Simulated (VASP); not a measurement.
# In (I4/mmm) in VASP: notebook, part 2 of 2

VASP 6.6.1.

## Step 4: Electric field gradients, PBE (volume scaled by 0.96)

Contents of INCAR:

```
SYSTEM = In
PREC = Accurate
ENCUT = 520
EDIFF = 1E-8
ISMEAR = -1
SIGMA = 0.05
LREAL = .False.
LASPH = .True.
NELM = 60
ALGO = Normal
ISIF = 2
LWAVE = .False.
LCHARG = .False.
GGA = PE
LEFG = .True.
ISYM = 0
NBANDS = 12
```

Contents of KPOINTS:

```
regular mesh
0
Gamma
  12 12 14
  0 0 0
```

Contents of POSCAR:

```
In
1.0
   -1.6041723059      1.6041723059      2.4405141445
    1.6041723059     -1.6041723059      2.4405141445
    1.6041723059      1.6041723059     -2.4405141445
In
1
Direct
    0.0000000000      0.0000000000      0.0000000000
```

Potentials or basis: VASP PAW PBE potentials, release 64 (In_d).

Started as:

```console
$ cat potpaw_PBE.64/In_d/POTCAR > POTCAR
$ mpirun -np 1 vasp_std > vasp.out
```

OUTCAR:

```text
SYSTEM = In
   PREC = Accurate
   ENCUT = 520
   EDIFF = 1E-8
   ISMEAR = -1
   LREAL = .False.
   LASPH = .True.
   NELM = 60
   ISIF = 2
   GGA = PE
   ISYM = 0

 ion  position               nearest neighbor table
   1  0.000  0.000  0.000-

IMPORTANT INFORMATION: All symmetrisations will be switched off!
NOSYMM: (Re-)initialisation of all symmetry stuff for point group C_1.

----------------------------------------------------------------------------------------

                                     Primitive cell

  volume of cell :      25.1214

  direct lattice vectors                    reciprocal lattice vectors
    -1.604172306  1.604172306  2.440514144     0.000000000  0.311687216  0.204874863
     1.604172306 -1.604172306  2.440514144     0.311687216  0.000000000  0.204874863
     1.604172306  1.604172306 -2.440514144     0.311687216  0.311687216  0.000000000

[... 529 lines left out ...]

 VOLUME and BASIS-vectors are now :
 -----------------------------------------------------------------------------
  energy-cutoff  :      520.00
  volume of cell :       25.12
      direct lattice vectors                 reciprocal lattice vectors
    -1.604172306  1.604172306  2.440514144     0.000000000  0.311687216  0.204874863
     1.604172306 -1.604172306  2.440514144     0.311687216  0.000000000  0.204874863
     1.604172306  1.604172306 -2.440514144     0.311687216  0.311687216  0.000000000

 POSITION                                       TOTAL-FORCE (eV/Angst)
 -----------------------------------------------------------------------------------
      0.00000      0.00000      0.00000        -0.000000     -0.000000      0.000000
 -----------------------------------------------------------------------------------
    total drift:                               -0.000000     -0.000000      0.000000

  FREE ENERGIE OF THE ION-ELECTRON SYSTEM (eV)
  ---------------------------------------------------
  free  energy   TOTEN  =        -2.5322013313 eV

  energy  without entropy=       -2.5282900564  energy(sigma->0) =       -2.53024569

 Electric field gradients (V/A^2)
---------------------------------------------------------------------
 ion       V_xx      V_yy      V_zz      V_xy      V_xz      V_yz
---------------------------------------------------------------------
   1      -9.518    -9.518    19.035     3.065    -1.760    -1.760
---------------------------------------------------------------------

 Electric field gradients after diagonalization (V/A^2)
 (convention: |V_zz| > |V_xx| > |V_yy|)
----------------------------------------------------------------------
 ion       V_xx      V_yy      V_zz     asymmetry (V_yy - V_xx)/ V_zz
----------------------------------------------------------------------
   1     -12.583    -6.694    19.276       0.306
----------------------------------------------------------------------

           NMR quadrupolar parameters

 Cq : quadrupolar parameter    Cq=e*Q*V_zz/h
 eta: asymmetry parameters     (V_yy - V_xx)/ V_zz
 Q  : nuclear electric quadrupole moment in mb (millibarn)
----------------------------------------------------------------------
 ion       Cq(MHz)       eta       Q (mb)
----------------------------------------------------------------------
   1       0.047       0.306       1.000
----------------------------------------------------------------------
```

OSZICAR:

```text
N       E                     dE             d eps       ncg     rms          rms(c)
DAV:   1     0.781993641294E+02    0.78199E+02   -0.62624E+03 24612   0.138E+03
DAV:   2     0.114433135095E+01   -0.77055E+02   -0.75041E+02 25468   0.292E+02
DAV:   3    -0.247895847274E+01   -0.36233E+01   -0.36121E+01 28936   0.640E+01
DAV:   4    -0.255937273444E+01   -0.80414E-01   -0.80390E-01 30476   0.944E+00
DAV:   5    -0.256303092942E+01   -0.36582E-02   -0.36581E-02 33740   0.179E+00    0.252E+00
DAV:   6    -0.253766548974E+01    0.25365E-01   -0.39320E-02 30960   0.414E+00    0.125E+00
DAV:   7    -0.253253649926E+01    0.51290E-02   -0.12272E-02 32168   0.215E+00    0.275E-01
DAV:   8    -0.253219479908E+01    0.34170E-03   -0.96893E-04 34356   0.518E-01    0.344E-02
DAV:   9    -0.253220052157E+01   -0.57225E-05   -0.12341E-05 34384   0.494E-02    0.163E-02
DAV:  10    -0.253220133299E+01   -0.81142E-06   -0.14316E-06 27380   0.129E-02    0.166E-03
DAV:  11    -0.253220133133E+01    0.16626E-08   -0.48511E-08 33388   0.192E-03
   1 F= -.25322013E+01 E0= -.25302457E+01  d E =-.391127E-02
```

stdout:

```text
POSCAR found type information on POSCAR In
 POSCAR found :  1 types and       1 ions
 scaLAPACK will be used
 LDA part: xc-table for (Slater+PW92), standard interpolation
 -----------------------------------------------------------------------------
[... 27 lines left out ...]
     0.0001071    -0.0118115     0.0114795     0.2506707     0.0114794     0.0000013
     0.0001475    -0.0118115     0.0114795     0.2506707     0.0114794     0.0000013

     0.0000565    -2.8196514     1.6184302   -15.2232191     1.6184679    -0.0000128
     0.0000778    -2.8194212     1.6183053   -15.2214206     1.6183431    -0.0000128
     0.0001071    -2.8190566     1.6181081   -15.2185334     1.6181458    -0.0000128
     0.0001475    -2.8184817     1.6177979   -15.2139170     1.6178356    -0.0000128
```

It took 3.9 min on 1 thread of Oxide Virtual Turin-like, shared host; peak memory 0.37 GiB.

What came out:

| Item | Value |
| --- | --- |
| Free energy | -2.5322 eV |
| Pressure | 4.1 GPa |

Stress tensor (GPa, compression positive):
```
 3.94 -0.33  0.22
-0.33  3.94  0.22
 0.22  0.22  4.26
```

Electric field gradients, principal values (V/Å²):
```csv
atom,least,middle,greatest (by size)
1 In,-6.694,-12.583,19.276
```

Caveat: without QUAD_EFG the Cq values of the log hold for a quadrupole moment of 1 mb, not for the nuclei.
